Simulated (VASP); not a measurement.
A run of VASP 6.6.1 is set up as follows.

Contents of INCAR:

```
SYSTEM = Ta4C
PREC     = Accurate       ! precision mode
ENCUT    = 520            ! plane-wave cutoff, eV
EDIFF    = 1E-7           ! SCF threshold, eV
ISMEAR   = 0              ! smearing method
SIGMA    = 0.1            ! smearing width, eV
LREAL    = .False.        ! projectors in reciprocal space
LASPH    = .True.         ! aspherical terms in the spheres
NELM     = 60             ! most SCF steps
ALGO     = Normal         ! electronic algorithm
ISIF     = 2              ! what is computed and relaxed
LWAVE    = .False.        ! write WAVECAR
LCHARG   = .False.        ! write CHGCAR
LDIPOL   = .True.       
IDIPOL   = 3            
DIPOL    = 0.5 0.5 0.346
GGA      = PE             ! functional
NBANDS   = 32             ! bands
```

KPOINTS

```
Automatic mesh
0
Gamma
  8 8 1
  0 0 0
```

POSCAR

```
Ta4C
1.0
    3.3189671341      0.0000000000      0.0000000000
    0.0000000000      3.3189671341      0.0000000000
    0.0000000000      0.0000000000     20.2996559613
Ta C
4 1
Direct
    0.5000000000      0.5000000000      0.1970476745
    0.0000000000      0.0000000000      0.2787970189
    0.5000000000      0.5000000000      0.3599139055
    0.0000000000      0.0000000000      0.4334879359
    0.5000000000      0.5000000000      0.4605400355
```

Potentials or basis: VASP PAW PBE potentials, release 64 (Ta_pv, C).

Launch:

```console
$ cat potpaw_PBE.64/Ta_pv/POTCAR potpaw_PBE.64/C/POTCAR > POTCAR
$ mpirun -np 1 vasp_std > vasp.out
```

**Question.** Predict the largest force.

**Answer.** 4.531 eV/Å.

**Question.** What does it give for the band gap on the k mesh?

**Answer.** Zero (bands 24 and 25 overlap by 0.69 eV).

Forces in eV/Å, atoms in the order of the input:
```
Ta   0.000  0.000  1.517
Ta   0.000  0.000 -1.838
Ta   0.000  0.000 -4.265
Ta   0.000  0.000  4.531
C    0.000  0.000  0.055
```

Caveat: spin-orbit coupling is left out, which moves the levels of the heavy elements.
